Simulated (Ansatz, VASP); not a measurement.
Two plane-wave programs on BN

INCAR

```
PREC = Accurate
ENCUT = 600
EDIFF = 1E-6
ISMEAR = 0
SIGMA = 0.05
LREAL = F
LASPH = T
NELM = 120
ALGO = Normal
ISIF = 2
LWAVE = F
LCHARG = T
GGA = PE
LELF = T
LVHAR = T
NBANDS = 11
GGA_COMPAT = F
```

Contents of KPOINTS:

```
regular mesh
0
Gamma
  12 12 12
```

File POSCAR:

```
BN
1.0
    0.0000000000      1.9328988790      1.9328988790
    1.9328988790      0.0000000000      1.9328988790
    1.8334190167      1.8334190167      0.0994798623
B N
1 1
Direct
    0.0000000000      0.0000000000      0.0000000000
    0.7500000000      0.7500000000      0.7500000000
```

Input for Ansatz:

```yaml
crystal:
  lattice:
    - [0.0, 1.932898879, 1.932898879]
    - [1.932898879, 0.0, 1.932898879]
    - [1.8334190167, 1.8334190167, 0.0994798623]
  atoms:
    - { symbol: B, position: [0.0, 0.0, 0.0] }
    - { symbol: "N", position: [0.75, 0.75, 0.75] }
basis:
  ecutwfc: 520.0
kpoints:
  mp_grid: { grid: [12, 12, 12] }
hamiltonian:
  xc: pbe
  pseudopotentials: { kind: paw, azcp: { folder: soft_1 } }
scf:
  occupations: { method: gaussian, width: 0.05 }
output:
  forces: true
  stress: true
  eigenvalues: true
```

Alike in both runs: task single point; functional PBE; k mesh 12 × 12 × 12; occupations gaussian, width 0.05 eV; no spin polarisation.

```csv
,VASP,Ansatz
version,VASP 6.6.1,Ansatz 0.2.0
potentials or method,"VASP PAW PBE potentials, release 64 (B, N), cutoff 600 eV","scalar-relativistic, plane waves, PAW"
valence electrons in the cell,8,8
```

|  | VASP | Ansatz | Ansatz less VASP |
| --- | --- | --- | --- |
| gap on the k mesh at the Fermi level (eV) | 4.14 | 4.15 | +0.003 |
| least direct gap on the mesh (eV) | 7.23 | 7.22 | -0.013 |
| rms of the force components (eV/Å) | 0.011 | 0.022 | +0.0110 |

Atom by atom the forces differ by 0.011 eV/Å (rms over components). The functional is the same, so the differences come from potentials, cutoffs and numerics.
